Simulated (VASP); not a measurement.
Wanted: the native input for a VASP 6.6.1 run.

| Item | Value |
| --- | --- |
| Task | relaxation of shape and atoms at fixed volume |
| Functional | PBEsol |
| Potentials or basis | VASP PAW PBE potentials, release 64 (Hf_pv, B) |
| Cutoff | 600 eV |
| k mesh | 18 × 18 × 12 |
| Occupations | gaussian, width 0.1 eV |
| Spin | no spin polarisation |
| Dipole correction | no |
| Further INCAR settings | ALGO = Normal; EDIFF = 1e-07; IBRION = 2; EDIFFG = -0.01; NSW = 50; ISIF = 4 |

The structure of HfB2 lies in POSCAR:

```
HfB2
1.0
    3.0039332645      0.0000000000      0.0000000000
   -1.5019666323      2.6014825184      0.0000000000
    0.0000000000      0.0000000000      3.2878834482
Hf B
1 2
Direct
    0.0000000000      0.0000000000      0.0000000000
    0.3333333333      0.6666666667      0.5000000000
    0.6666666667      0.3333333333      0.5000000000
```

One way to write it, as run:

INCAR

```
SYSTEM = HfB2
  ALGO = Normal
  EDIFF = 1E-7
  EDIFFG = -0.01
  ENCUT = 600
  GGA = PS
  IBRION = 2
  ISIF = 4
  ISMEAR = 0
  LASPH = .True.
  LCHARG = .False.
  LREAL = .False.
  LWAVE = .False.
  NELM = 60
  NSW = 50
  PREC = Accurate
  SIGMA = 0.1
```

KPOINTS

```
k-points
0
Gamma
  18 18 12
  0 0 0
```

Potentials or basis: VASP PAW PBE potentials, release 64 (Hf_pv, B).

The run is started by

```bash
$ cat potpaw_PBE.64/Hf_pv/POTCAR potpaw_PBE.64/B/POTCAR > POTCAR
$ mpirun -np 1 vasp_std > vasp.out
```

Results of the run:

The pressure after relaxing is 43.4 GPa and the band gap on the k mesh is zero (bands 8 and 9 overlap by 1.31 eV).

Caveat: the PAW data sets were made with another functional, which shifts forces and pressure a little; spin-orbit coupling is left out, which moves the levels of the heavy elements.

It took 110 s on 1 thread of Intel(R) Xeon(R) Platinum 8259CL CPU @ 2.50GHz (Skylake/Cascade Lake) (shared host), peak memory 0.23 GiB.
